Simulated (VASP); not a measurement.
## Be16Se5S11: relaxation of volume and atoms at fixed shape with PBEsol

Crystal: Be16Se5S11.

```
Be S Se
1.0
     9.85631    0.00000    0.00000
     0.00000    9.85631    0.00000
     0.00000    0.00000    9.85631
Be S Se
32 22 10
Direct
  0.99915 0.00294 0.00399
  0.99758 0.00089 0.49776
  0.00163 0.50038 0.00081
  0.00255 0.50076 0.49883
  0.49955 0.00001 0.00008
  0.50170 0.00000 0.50340
  0.50009 0.49841 0.00003
  0.50251 0.50001 0.50050
  0.25230 0.24944 0.00250
  0.25314 0.25141 0.50243
  0.24743 0.74886 0.00092
  0.24967 0.75193 0.49844
  0.75130 0.24860 0.00323
  0.74747 0.24666 0.49957
  0.74906 0.74831 0.00088
  0.75060 0.74713 0.50476
  0.24939 0.00148 0.25472
  0.24868 0.00408 0.75048
  0.24948 0.50046 0.24909
  0.25028 0.50002 0.75015
  0.74710 0.00197 0.24794
  0.75103 0.00201 0.74988
  0.74986 0.50125 0.25094
  0.74973 0.49844 0.75206
  0.00348 0.24860 0.24777
  0.99693 0.24780 0.75328
  0.00136 0.75086 0.24698
  0.00086 0.74904 0.75110
  0.49762 0.24905 0.25508
  0.49902 0.24746 0.74940
  0.50168 0.75302 0.25165
  0.50098 0.74501 0.75062
  0.13050 0.12299 0.12662
  0.12494 0.12520 0.62672
  0.12443 0.62222 0.12829
  0.61886 0.12632 0.62296
  0.62524 0.62912 0.12345
  0.37519 0.87536 0.12539
  0.37186 0.87566 0.62614
  0.87475 0.37425 0.12551
  0.87625 0.87605 0.12243
  0.87184 0.87476 0.62678
  0.37327 0.12644 0.37715
  0.37344 0.12443 0.87530
  0.37545 0.62679 0.37490
  0.87765 0.12131 0.37492
  0.87576 0.12145 0.87804
  0.87629 0.62534 0.37428
  0.87426 0.62692 0.87598
  0.12741 0.37574 0.37609
  0.12609 0.37705 0.87657
  0.12710 0.87564 0.37208
  0.12695 0.87221 0.87921
  0.62512 0.37458 0.87418
  0.12501 0.62450 0.62371
  0.62571 0.12502 0.12730
  0.62075 0.62561 0.62693
  0.37667 0.37646 0.12758
  0.37243 0.37475 0.62618
  0.87542 0.37855 0.62190
  0.37521 0.62644 0.87275
  0.62491 0.37625 0.37388
  0.62762 0.87478 0.38281
  0.62499 0.87253 0.87876
```

```
Program                : VASP 6.6.1
Task                   : relaxation of volume and atoms at fixed shape
Functional             : PBEsol
Potentials or basis    : VASP PAW PBE potentials, release 64 (Be, S, Se)
Cutoff                 : 500 eV
k mesh                 : 1 × 1 × 1, shifted
Occupations            : fermi-dirac, width 0.05 eV
Spin                   : no spin polarisation
Dipole correction      : no
Further INCAR settings : LREAL = Auto; ALGO = Normal; EDIFF = 1e-07; ISYM = -1; IBRION = 2; EDIFFG = -0.03; NSW = 100; ISIF = 8
```

| Property | Result |
| --- | --- |
| Relaxed volume | 15.00 Å³/atom |
| Relaxed cell | a = 9.864 Å, b = 9.864 Å, c = 9.864 Å, α = 90.00°, β = 90.00°, γ = 90.00° |
| Space group after relaxing (to 0.1 Å) | P1 (No. 1) |
| Energy gained by relaxing | 23.9 meV/atom |
| Ionic steps | 10 |
| Pressure after relaxing | 0.0 GPa |
| Largest force after relaxing | 0.028 eV/Å |
| Band gap on the k mesh | 3.46 eV |

Forces in eV/Å, atoms in the order of the input:
```
Be  -0.005 -0.010 -0.001
Be  -0.013  0.000  0.007
Be  -0.001  0.004 -0.008
Be  -0.003  0.001  0.015
Be   0.005  0.004  0.008
Be   0.003  0.012 -0.019
Be  -0.001 -0.005 -0.002
Be  -0.007  0.006 -0.001
Be  -0.013 -0.012 -0.006
Be   0.010  0.016 -0.021
Be   0.006  0.010 -0.015
Be   0.003 -0.021  0.009
Be  -0.006  0.003 -0.013
Be   0.001 -0.004  0.004
Be   0.003  0.008  0.008
Be   0.000  0.018 -0.010
Be  -0.005  0.003 -0.017
Be   0.021 -0.014  0.011
Be  -0.002 -0.016  0.011
Be   0.005 -0.005  0.003
Be   0.012  0.018 -0.006
Be   0.011 -0.007 -0.010
Be  -0.003 -0.011  0.021
Be   0.002  0.016  0.010
Be  -0.015 -0.008  0.018
Be   0.017  0.005  0.008
Be  -0.013 -0.003  0.006
Be  -0.002  0.000 -0.011
Be   0.004 -0.007 -0.010
Be   0.004  0.006  0.007
Be  -0.021 -0.007 -0.001
Be   0.006 -0.010 -0.005
S   -0.022 -0.001  0.002
S    0.022  0.003 -0.009
S    0.007  0.015  0.001
S    0.003  0.000  0.001
S   -0.006 -0.008 -0.003
S   -0.009 -0.002 -0.014
S    0.013 -0.002 -0.011
S    0.008  0.003  0.006
S    0.002  0.001  0.012
S    0.002 -0.009  0.002
S   -0.003  0.005 -0.013
S    0.005  0.000  0.010
S   -0.010 -0.009  0.006
S   -0.007  0.005  0.002
S    0.002 -0.003 -0.002
S    0.000 -0.001  0.008
S    0.005  0.011  0.003
S   -0.018 -0.002 -0.002
S    0.012 -0.002 -0.004
S    0.005  0.002  0.007
S   -0.009 -0.002 -0.006
S    0.001  0.017 -0.001
Se   0.005 -0.008  0.018
Se   0.014 -0.011 -0.001
Se  -0.004  0.008 -0.007
Se  -0.011 -0.008 -0.005
Se  -0.002 -0.004  0.001
Se  -0.001  0.008  0.008
Se   0.006  0.006 -0.008
Se  -0.012 -0.007  0.012
Se  -0.005  0.002 -0.014
Se   0.002  0.003  0.010
```

Stress tensor (GPa, compression positive):
```
-0.01 -0.63 -0.63
-0.63  0.02 -0.64
-0.63 -0.64  0.02
```

Step by step:
| step | energy change (eV) | largest force (eV/Å) | pressure (GPa) | volume (Å³) |
| --- | --- | --- | --- | --- |
| 1 | 0.0000 | 1.5614 | 0.72 | 957.51 |
| 2 | -1.0862 | 0.5987 | -0.50 | 966.90 |
| 3 | -1.2203 | 0.5583 | -1.00 | 971.73 |
| 4 | -1.4404 | 0.2838 | 0.11 | 959.00 |
| 5 | -1.4585 | 0.2109 | 0.56 | 954.22 |
| 6 | -1.5079 | 0.1218 | -0.01 | 959.98 |
| 7 | -1.5107 | 0.1049 | -0.18 | 961.69 |
| 8 | -1.5232 | 0.0563 | -0.03 | 960.12 |
| 9 | -1.5248 | 0.0504 | 0.04 | 959.35 |
| 10 | -1.5277 | 0.0280 | 0.01 | 959.68 |

Final structure:
```
Be S Se
1.0
     9.86375    0.00000    0.00000
     0.00000    9.86375    0.00000
     0.00000    0.00000    9.86375
Be S Se
32 22 10
Direct
  0.00010 0.00028 0.00151
  0.00204 0.99912 0.50032
  0.00141 0.49973 0.00186
  0.99967 0.49903 0.48974
  0.48916 0.99910 0.00098
  0.49505 0.00433 0.50628
  0.51053 0.49932 0.00166
  0.49451 0.50498 0.49521
  0.24447 0.24480 0.99684
  0.24230 0.24380 0.49678
  0.24264 0.75498 0.00704
  0.25325 0.75768 0.49497
  0.75681 0.25379 0.99721
  0.75037 0.23938 0.50020
  0.75544 0.74679 0.00559
  0.76170 0.74987 0.50098
  0.24811 0.99989 0.25109
  0.24715 0.99968 0.75035
  0.24383 0.50535 0.25368
  0.24280 0.49425 0.75609
  0.76060 0.99851 0.24978
  0.75549 0.00489 0.74693
  0.75640 0.50426 0.24463
  0.75126 0.49904 0.76020
  0.00086 0.24981 0.24855
  0.00519 0.24376 0.75483
  0.00165 0.75153 0.24993
  0.99541 0.75578 0.75658
  0.49361 0.24399 0.25632
  0.50497 0.24455 0.75610
  0.49652 0.74649 0.24467
  0.49352 0.75665 0.74513
  0.12428 0.12373 0.12586
  0.12414 0.12199 0.62621
  0.12225 0.62667 0.12739
  0.62561 0.12365 0.62762
  0.62874 0.62578 0.12578
  0.37077 0.87554 0.12774
  0.37124 0.87978 0.62486
  0.87866 0.37616 0.12448
  0.87965 0.87426 0.12560
  0.87845 0.87828 0.62633
  0.37047 0.12213 0.37815
  0.37168 0.12349 0.87475
  0.37234 0.62896 0.37265
  0.87993 0.12339 0.37519
  0.87835 0.12489 0.87660
  0.87863 0.62686 0.37132
  0.87719 0.62512 0.88003
  0.12413 0.37365 0.37262
  0.12208 0.37195 0.87886
  0.12484 0.87708 0.37411
  0.12347 0.87784 0.87808
  0.62868 0.37313 0.87788
  0.12337 0.62823 0.62415
  0.62636 0.12459 0.12499
  0.62679 0.62630 0.62639
  0.37261 0.37521 0.12601
  0.37332 0.37119 0.62604
  0.87707 0.37213 0.62648
  0.37318 0.62651 0.87907
  0.62717 0.37521 0.37412
  0.62593 0.87520 0.37657
  0.62635 0.87666 0.87607
```

Levels at points of the mesh, in eV from the valence-band top:
```
           k point  band 125  band 126  band 127  band 128  band 129  band 130  band 131  band 132
(0.25, 0.25, 0.25)     -0.41     -0.31     -0.04      0.00      3.46      3.46      3.55      4.21
```

Wall time 42 min on 1 thread of Intel(R) Xeon(R) Platinum 8488C (Sapphire Rapids) (shared host), peak memory 0.89 GiB.

Caveat: the PAW data sets were made with another functional, which shifts forces and pressure a little; a shifted mesh leaves out Γ, where band edges can lie. A k mesh can miss the band edges.
